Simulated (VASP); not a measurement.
# Si5C19 (P1) in VASP: notebook

The runs below take Si5C19 through single point, with PBE.

Program: VASP 6.6.1. These are calculated values, not measurements. Logs are shortened: lines on timing, memory, paths and dates and some standing lists are left out, and cuts for length are marked.

**1. The cell of the first run**

The typed cell holds 24 atoms: a = 5.592 Å, b = 5.590 Å, c = 6.834 Å, α = 90.43°, β = 89.85°, γ = 119.83°.

**2. Single point, PBE**

Contents of INCAR:

```
SYSTEM = Si5C19
PREC     = Accurate       ! precision mode
ENCUT    = 520            ! plane-wave cutoff, eV
EDIFF    = 1E-7           ! SCF threshold, eV
ISMEAR   = 0              ! smearing method
SIGMA    = 0.1            ! smearing width, eV
LREAL    = Auto         
LASPH    = .TRUE.         ! aspherical terms in the spheres
NELM     = 60             ! most SCF steps
ALGO     = Normal         ! electronic algorithm
ISIF     = 2              ! what is computed and relaxed
LWAVE    = .FALSE.        ! write WAVECAR
LCHARG   = .TRUE.         ! write CHGCAR
GGA      = PE             ! functional
LELF     = .TRUE.         ! ELF
LVHAR    = .TRUE.       
NBANDS   = 66             ! bands
ISYM     = 0
```

Contents of KPOINTS:

```
Automatic mesh
0
Gamma
  3 3 2
  0 0 0.5
```

Contents of POSCAR:

```
Si5C19
1.0
   -3.9617060346     -3.9462278298      0.0029053019
    0.0058241263      3.9374984016      3.9680508544
   -3.9415513719      3.9289784690     -3.9653550481
C Si
19 5
Direct
    0.5171792773      1.0131124024     -0.0224711168
    0.8333412577      0.1744817774      0.6481994081
    0.6831809158      0.3541022354      0.3314761571
    0.1550003694      0.3254213866      0.3387440434
    0.5085395151      0.4960630189      0.0233958702
   -0.0064855253      0.4927249964      0.0108736345
    0.6805115273      0.8236487930      0.3452416679
    0.1389339355      0.8171232122      0.3303576846
    0.3638105842      0.1845267121      0.9321667456
    0.8249601297      0.1770243923      0.8961779925
    0.6836198247      0.3254215202      0.5594678462
    0.1362887031      0.3213017296      0.5640006365
    0.5119378860      0.5014698028      0.2610659184
   -0.0095810302      0.4941575594      0.2478482505
    0.3314905591      0.6576458731      0.9384061192
    0.8221690139      0.6347785128      0.9421049148
    0.6826273781      0.8611193980      0.5767321074
    0.1641230390      0.8299299702      0.5599131793
    0.9898850382     -0.0090344548      0.2723697603
    0.0000337420      1.0008635244      1.0062074943
    0.3369060009      0.1715696104      0.6582219693
    0.8330333142      0.6628397080      0.6714591818
    0.3321797846      0.6647039551      0.6666649575
    0.5016864502     -0.0027461730      0.2445125280
```

Potentials or basis: VASP PAW PBE potentials, release 64 (C, Si).

Run with:

```bash
cat potpaw_PBE.64/C/POTCAR potpaw_PBE.64/Si/POTCAR > POTCAR
mpirun -np 1 vasp_std > vasp.out
```

OUTCAR:

```text
SYSTEM = Si5C19
   PREC = Accurate
   ENCUT = 520
   EDIFF = 1E-7
   ISMEAR = 0
   LREAL = Auto
   LASPH = .TRUE.
   NELM = 60
   ISIF = 2
   GGA = PE
   ISYM = 0

 ion  position               nearest neighbor table
   1  0.517  0.013  0.978-  10 1.60   9 1.60  15 1.74  24 1.83
   2  0.833  0.174  0.648-  12 1.58  11 1.58  17 1.59  10 1.70
   3  0.683  0.354  0.331-  11 1.57  14 1.60  13 1.62  24 1.83
   4  0.155  0.325  0.339-  12 1.54  19 1.68  14 1.73  13 1.81
   5  0.509  0.496  0.023-  16 1.62  13 1.62   9 1.63  15 1.74
   6  0.994  0.493  0.011-  16 1.59  14 1.62  15 1.71  10 1.72
[... 11 lines left out ...]
  18  0.164  0.830  0.560-   8 1.57  23 1.77  22 1.78  21 1.78
  19  0.990  0.991  0.272-   7 1.58   8 1.62   4 1.68  20 1.82
  20  0.000  0.001  0.006-  19 1.82  16 1.83   9 1.84  10 1.86  22 2.80  21 2.89
  21  0.337  0.172  0.658-  18 1.78  11 1.82  12 1.82   9 1.88  22 2.77  23 2.77  23 2.82  22 2.84
                            20 2.89
  22  0.833  0.663  0.671-  18 1.78  11 1.80  17 1.82  16 1.86  21 2.77  23 2.79  20 2.80  23 2.81
                            21 2.84
  23  0.332  0.665  0.667-  18 1.77  12 1.81  17 1.81  15 1.86  21 2.77  22 2.79  22 2.81  21 2.82

  24  0.502  0.997  0.245-   3 1.83   1 1.83   7 1.84   8 1.86

IMPORTANT INFORMATION: All symmetrisations will be switched off!
NOSYMM: (Re-)initialisation of all symmetry stuff for point group C_1.

----------------------------------------------------------------------------------------

                                     Primitive cell

  volume of cell :     185.2951

  direct lattice vectors                    reciprocal lattice vectors
    -3.961706035 -3.946227830  0.002905302    -0.168401505 -0.084282777  0.083881005
     0.005824126  3.937498402  3.968050854    -0.084388544  0.084843186  0.167946835
    -3.941551372  3.928978469 -3.965355048    -0.084569298  0.084839114 -0.084061758

  length of vectors
     5.591765127  5.590112268  6.833501276     0.206152071  0.206218166  0.146342135

  position of ions in fractional coordinates (direct lattice)
     0.517179277  0.013112402  0.977528883
     0.833341258  0.174481777  0.648199408
     0.683180916  0.354102235  0.331476157
     0.155000369  0.325421387  0.338744043
     0.508539515  0.496063019  0.023395870
     0.993514475  0.492724996  0.010873635
[... 16 lines left out ...]
     0.332179785  0.664703955  0.666664957
     0.501686450  0.997253827  0.244512528

  ion indices of the primitive-cell ions
   primitive index   ion index
                 1           1
                 2           2
                 3           3
                 4           4
                 5           5
                 6           6
[... 16 lines left out ...]
                23          23
                24          24

----------------------------------------------------------------------------------------

 KPOINTS: Automatic mesh

Automatic generation of k-mesh.
 Grid dimensions read from file:
 generate k-points for:    3    3    2

 Generating k-lattice:

  Cartesian coordinates                     Fractional coordinates (reciprocal lattice)
    -0.056133835 -0.028094259  0.027960335     0.333333333  0.000000000  0.000000000
    -0.028129515  0.028281062  0.055982278     0.000000000  0.333333333  0.000000000
    -0.042284649  0.042419557 -0.042030879     0.000000000  0.000000000  0.500000000

  Length of vectors
     0.068717357  0.068739389  0.073171068

  Shift w.r.t. Gamma in fractional coordinates (k-lattice)
     0.000000000  0.000000000  0.500000000

 Subroutine IBZKPT returns following result:
 ===========================================

 Found      9 irreducible k-points:

 Following reciprocal coordinates:
            Coordinates               Weight
 -0.000000  0.000000  0.250000      2.000000
  0.333333 -0.000000  0.250000      2.000000
 -0.333333  0.000000  0.250000      2.000000
  0.000000  0.333333  0.250000      2.000000
  0.333333  0.333333  0.250000      2.000000
 -0.333333  0.333333  0.250000      2.000000
[... 50 lines left out ...]
[... 52 lines left out ...]
     59      15.0099      0.00000
     60      15.0377      0.00000

 k-point     4 :       0.0000    0.3333    0.2500
  band No.  band energies     occupation
      1      -9.0791      2.00000
      2      -8.0467      2.00000
      3      -7.2247      2.00000
      4      -6.4241      2.00000
      5      -6.1345      2.00000
      6      -5.5873      2.00000
[... 52 lines left out ...]
     59      14.9163      0.00000
     60      15.1008      0.00000

 k-point     5 :       0.3333    0.3333    0.2500
  band No.  band energies     occupation
      1      -8.4025      2.00000
      2      -8.0925      2.00000
      3      -7.6338      2.00000
      4      -6.9458      2.00000
      5      -6.3844      2.00000
      6      -6.3024      2.00000
[... 52 lines left out ...]
     59      15.1935      0.00000
     60      15.2915      0.00000

 k-point     6 :      -0.3333    0.3333    0.2500
  band No.  band energies     occupation
      1      -9.0597      2.00000
      2      -8.0784      2.00000
      3      -7.2551      2.00000
      4      -6.4060      2.00000
      5      -5.8971      2.00000
      6      -5.7550      2.00000
[... 52 lines left out ...]
     59      14.7800      0.00000
     60      14.9256      0.00000

 k-point     7 :      -0.0000   -0.3333    0.2500
  band No.  band energies     occupation
      1      -9.0983      2.00000
      2      -7.9095      2.00000
      3      -7.4213      2.00000
      4      -6.3201      2.00000
      5      -6.0840      2.00000
      6      -5.6873      2.00000
[... 52 lines left out ...]
     59      14.6111      0.00000
     60      14.9262      0.00000

 k-point     8 :       0.3333   -0.3333    0.2500
  band No.  band energies     occupation
      1      -9.0889      2.00000
      2      -7.8325      2.00000
      3      -7.5268      2.00000
      4      -6.5627      2.00000
      5      -5.8141      2.00000
      6      -5.6667      2.00000
[... 52 lines left out ...]
     59      14.8703      0.00000
     60      15.0664      0.00000

 k-point     9 :      -0.3333   -0.3333    0.2500
  band No.  band energies     occupation
      1      -8.4427      2.00000
      2      -8.0095      2.00000
      3      -7.6214      2.00000
      4      -7.0554      2.00000
      5      -6.4765      2.00000
      6      -6.1941      2.00000
[... 52 lines left out ...]
     59      15.2069      0.00000
     60      15.4195      0.00000
 [bands above 60 left out]

------------------------ aborting loop because EDIFF is reached ----------------------------------------

  FORCE on cell =-STRESS in cart. coord.  units (eV):
  Direction    XX          YY          ZZ          XY          YZ          ZX
  --------------------------------------------------------------------------------------
  -------------------------------------------------------------------------------------
  Total       -0.0584835     -0.0817678      0.0052250      0.0549020     -0.0250226     -0.0267704
  in kB       -0.5056847     -0.7070157      0.0451789      0.4747169     -0.2163613     -0.2314737
  external PRESSURE =      -0.3891739 kB  Pullay stress =       0.0000000 kB

 VOLUME and BASIS-vectors are now :
 -----------------------------------------------------------------------------
  energy-cutoff  :      520.00
  volume of cell :      185.30
      direct lattice vectors                 reciprocal lattice vectors
    -3.961706035 -3.946227830  0.002905302    -0.168401505 -0.084282777  0.083881005
     0.005824126  3.937498402  3.968050854    -0.084388544  0.084843186  0.167946835
    -3.941551372  3.928978469 -3.965355048    -0.084569298  0.084839114 -0.084061758

 POSITION                                       TOTAL-FORCE (eV/Angst)
 -----------------------------------------------------------------------------------
     -5.90182      1.85141     -3.82272        -0.007936     -0.007079     -0.012973
     -5.85535     -0.05477     -1.87557        -0.006212      0.010444     -0.001977
     -4.01103      0.00065      0.09266         0.002797     -0.011546      0.005665
     -1.94735      2.00060     -0.05150         0.028994     -0.021051      0.016227
     -2.10401      0.03836      1.87711         0.009839      0.003940      0.004516
     -3.97600     -1.93781      1.91493         0.007990     -0.021813     -0.003572
[... 16 lines left out ...]
     -3.93982      3.92573     -0.00502        -0.001147      0.001273      0.006836
     -2.94548      2.90760      2.98903         0.001353     -0.005150     -0.007586
 -----------------------------------------------------------------------------------
    total drift:                                0.014301     -0.020116     -0.001860

  FREE ENERGIE OF THE ION-ELECTRON SYSTEM (eV)
  ---------------------------------------------------
  free  energy   TOTEN  =      -190.0905411750 eV

  energy  without entropy=     -190.0905411750  energy(sigma->0) =     -190.09054118
```

Wall time 81 s (1 thread of Intel Xeon 6975P-C (Granite Rapids), shared host); peak memory 0.3 GiB.

What came out:

```
Free energy            : -190.0905 eV
Pressure               : 0.0 GPa
Largest force          : 0.044 eV/Å
Band gap on the k mesh : 1.39 eV
```

Forces on the atoms (eV/Å):
```
C   -0.008 -0.007 -0.013
C   -0.006  0.010 -0.002
C    0.003 -0.012  0.006
C    0.029 -0.021  0.016
C    0.010  0.004  0.005
C    0.008 -0.022 -0.004
C    0.019  0.017  0.013
C   -0.016 -0.017  0.021
C    0.026 -0.014 -0.004
C   -0.021  0.001 -0.003
C    0.002  0.013 -0.008
C   -0.031 -0.001 -0.018
C   -0.007  0.003  0.018
C   -0.005 -0.004 -0.007
C    0.009  0.013  0.006
C    0.004  0.009  0.021
C   -0.006  0.012 -0.042
C   -0.020  0.014 -0.017
C    0.007 -0.005  0.009
Si  -0.006  0.001  0.015
Si   0.000  0.004 -0.005
Si   0.008  0.005 -0.006
Si  -0.001  0.001  0.007
Si   0.001 -0.005 -0.008
```

Caveat: the k points lie up to 0.46 Å⁻¹ apart; a shifted mesh leaves out Γ, where band edges can lie. A k mesh can miss the band edges.

**3. Single point, PBE**

This run uses another cell than the first one, of 7.83 Å³/atom.

Contents of INCAR:

```
PREC = Accurate
ENCUT = 520
EDIFF = 1E-6
ISMEAR = 0
SIGMA = 0.1
LREAL = Auto
LASPH = T
NELM = 80
ALGO = Normal
ISIF = 2
LWAVE = F
LCHARG = T
GGA = PE
LELF = T
LVHAR = T
NBANDS = 66
ISYM = 0
```

KPOINTS is that of step 2.

Contents of POSCAR:

```
Si5C19
1.0
   -3.9612843720     -3.9394913868     -0.0165293432
   -0.0292502634      3.9852709934      4.0243482511
   -3.9669215811      3.9285992528     -3.9384262470
C Si
19 5
Direct
    0.5234844261      1.0265792568     -0.0099969994
    0.0174332907      0.0391045930      0.9935026456
    0.8375783567      0.1702548382      0.6841659560
    0.3424350064      0.1921445275      0.6736975212
    0.6868473987      0.3161999607      0.3319024141
    0.1408535515      0.3227903555      0.3490507860
    0.4677080817      0.4782640995      0.9885921521
    1.0080806323      0.4750660769      1.0057444502
    0.8022768571      0.6449390478      0.6539535951
    0.3381314929      0.6474032758      0.6902686329
    0.3375597200      0.1862545621      0.9042234401
    0.8440669745      0.1776386951      0.9111022940
    0.6641137837      0.3294619431      0.5843195833
    0.1604219243      0.3277001611      0.5932763196
    0.9909115459      0.4627491609      0.2461162771
    0.3245821360      0.6386578386      0.9192306816
    0.6581152477      0.8301361067      0.6140640817
    0.5269105746      0.0352502323      0.2141834711
    0.0231097584      1.0430810572      0.2278136264
    0.6863710964      0.8722649121      0.3406493128
    0.1753805651      0.8357257041      0.2931035882
    0.4835740488      0.4650855953      0.2511146804
    0.8313553207      0.6656629132      0.9211110403
    0.1713099121      0.8338490797      0.6031158351
```

Potentials or basis: VASP PAW PBE potentials, release 64 (C, Si).

Run with:

```bash
cat potpaw_PBE.64/C/POTCAR potpaw_PBE.64/Si/POTCAR > POTCAR
mpirun -np 1 vasp_std > vasp.out
```

Run time: 74 s. Hardware: 1 thread of Intel Xeon 6975P-C (Granite Rapids), shared host; peak memory 0.3 GiB.

It converged, with:

| Property | Result |
| --- | --- |
| Free energy | -186.1514 eV |
| Pressure | 0.0 GPa |
| Largest force | 0.050 eV/Å |
| Band gap on the k mesh | 1.01 eV |

Forces on the atoms (eV/Å):
```
C    0.005 -0.015  0.006
C    0.008 -0.005 -0.010
C    0.012 -0.013  0.004
C   -0.007 -0.008  0.003
C    0.004  0.044 -0.002
C   -0.026 -0.009  0.011
C   -0.029 -0.001  0.013
C   -0.006  0.010  0.008
C    0.007  0.004  0.000
C    0.017  0.003  0.020
C    0.008 -0.019 -0.044
C    0.011 -0.002 -0.010
C    0.000 -0.018 -0.007
C    0.027 -0.006 -0.002
C   -0.004  0.014  0.017
C    0.014  0.014 -0.007
C    0.007 -0.010  0.036
C   -0.006  0.007  0.003
C    0.013 -0.010 -0.044
Si  -0.002  0.003 -0.006
Si  -0.006  0.002 -0.005
Si  -0.031  0.039  0.004
Si  -0.005 -0.011  0.010
Si  -0.012 -0.010  0.004
```

Stress tensor (GPa, compression positive):
```
 0.06 -0.11 -0.04
-0.11  0.06  0.02
-0.04  0.02  0.01
```

Levels at points of the mesh, in eV from the valence-band top:
```csv
k point,band 45,band 46,band 47,band 48,band 49,band 50,band 51,band 52
"(0.00, 0.00, 0.25)",-1.61,-1.26,-0.28,0.00,1.01,1.78,1.92,2.28
```

Caveat: the k points lie up to 0.46 Å⁻¹ apart; a shifted mesh leaves out Γ, where band edges can lie.

**4. Single point, PBE**

This run uses another cell than the first one, of 7.83 Å³/atom.

Changes to INCAR since step 3:

```diff
@@ -7,3 +7,3 @@
 LASPH = T
-NELM = 80
+NELM = 60
 ALGO = Normal
@@ -15,3 +15,3 @@
 LVHAR = T
+ISYM = 0
 NBANDS = 66
-ISYM = 0
```

Contents of KPOINTS:

```
Automatic mesh
0
Gamma
  4 4 3
```

Contents of POSCAR:

```
Si5C19
1.0
   -3.9601611253     -3.9389720774     -0.0166386322
   -0.0294360803      3.9850552903      4.0236777994
   -3.9672806011      3.9294651645     -3.9386576284
C Si
19 5
Direct
    0.5234610140      0.0263860165      0.9900653329
    0.0174479858      0.0390658775      0.9935838005
    0.8375218894      0.1700664802      0.6841976401
    0.3424902496      0.1922216802      0.6738256445
    0.6868371719      0.3164648850      0.3320089279
    0.1409353338      0.3228853936      0.3489861985
    0.4677838610      0.4782105642      0.9885598407
    0.0080754457      0.4749291673      0.0057889626
    0.8021496892      0.6448133102      0.6538838034
    0.3380224982      0.6472434638      0.6901713834
    0.3375741587      0.1860681255      0.9042900927
    0.8440232749      0.1774866701      0.9110842457
    0.6641173230      0.3293399459      0.5842938341
    0.1603026451      0.3275252238      0.5931314208
    0.9908928163      0.4627785647      0.2461208166
    0.3245061422      0.6384514024      0.9190827852
    0.6580299852      0.8300891015      0.6140041504
    0.5269660300      0.0356730334      0.2141845756
    0.0231138870      0.0430937695      0.2278664408
    0.6863470292      0.8726065107      0.3407522596
    0.1753990186      0.8357321640      0.2931441735
    0.4837475793      0.4655342766      0.2511290477
    0.8315013188      0.6656767856      0.9210176013
    0.1713653552      0.8339215810      0.6031324068
```

Run with:

```bash
cat potpaw_PBE.64/C/POTCAR potpaw_PBE.64/Si/POTCAR > POTCAR
mpirun -np 1 vasp_std > vasp.out
```

Wall time 3.5 min (1 thread of Intel Xeon 6975P-C (Granite Rapids), shared host); peak memory 0.39 GiB.

The run converged. Its results:

* Free energy: -186.2145 eV
* Pressure: 0.1 GPa
* Largest force: 0.037 eV/Å
* Band gap on the k mesh: 0.80 eV

Forces in eV/Å, atoms in the order of the input:
```
C    0.019 -0.007  0.031
C    0.011 -0.019 -0.010
C    0.019 -0.014  0.008
C    0.010 -0.026 -0.007
C    0.006  0.033 -0.012
C   -0.024 -0.007 -0.017
C   -0.032  0.007 -0.001
C    0.003  0.008  0.014
C   -0.007  0.000  0.002
C    0.013  0.012  0.019
C    0.003 -0.011 -0.021
C    0.003 -0.002 -0.012
C    0.002 -0.005  0.003
C    0.003  0.010  0.004
C   -0.009  0.000  0.033
C   -0.011  0.024 -0.016
C    0.001 -0.006  0.027
C   -0.002  0.007 -0.015
C    0.012 -0.010 -0.032
Si   0.008  0.001 -0.008
Si  -0.012  0.006 -0.006
Si  -0.007  0.016  0.009
Si  -0.005 -0.001  0.002
Si  -0.002 -0.013  0.005
```

Stress tensor (GPa, compression positive):
```
 0.10  0.00 -0.05
 0.00  0.05  0.02
-0.05  0.02  0.04
```

Levels at points of the mesh, in eV from the valence-band top:
```csv
k point,band 44,band 45,band 46,band 47,band 48,band 49,band 50,band 51,band 52,band 53
"(0.00, 0.00, 0.00)",-1.97,-1.74,-0.93,-0.23,0.00,0.80,1.54,1.61,1.75,2.10
"(0.50, 0.00, 0.00)",-2.67,-2.40,-2.13,-1.34,-0.97,2.09,2.29,2.77,2.88,3.39
"(0.00, 0.50, 0.00)",-2.68,-2.46,-1.80,-1.49,-0.74,2.08,2.67,2.96,3.19,3.59
"(0.50, 0.50, 0.00)",-2.81,-2.48,-1.96,-1.36,-0.90,1.89,2.31,2.96,3.06,3.29
```

Caveat: semilocal functionals underestimate gaps, and a narrow one can read as zero. A k mesh can miss the band edges.

**5. Overview**

```tsv
cell	k mesh	gap on the mesh (eV)	pressure (GPa)	largest force (eV/Å)
a = 5.592, b = 5.590, c = 6.834 Å, angles 90.4, 89.9, 119.8°, 24 atoms, atomic positions A	3 × 3 × 2, shifted	1.39	0.0	0.04
a = 5.587, b = 5.664, c = 6.832 Å, angles 90.1, 89.5, 119.6°, 24 atoms, atomic positions B	3 × 3 × 2, shifted	1.01	0.0	0.05
a = 5.586, b = 5.663, c = 6.833 Å, angles 90.1, 89.6, 119.6°, 24 atoms, atomic positions C	4 × 4 × 3	0.80	0.1	0.04
```

Alike in all rows: task single point; level PBE; potentials or basis VASP PAW PBE potentials, release 64 (C, Si); no spin polarisation; cutoff (eV) 520; smearing gaussian 0.1 eV.

Caveats: some runs use coarse meshes; a shifted mesh leaves out Γ, where band edges can lie (at least some runs); semilocal functionals underestimate gaps, and a narrow one can read as zero (at least some runs).

Absolute energies hang on the potentials; compare differences alone.
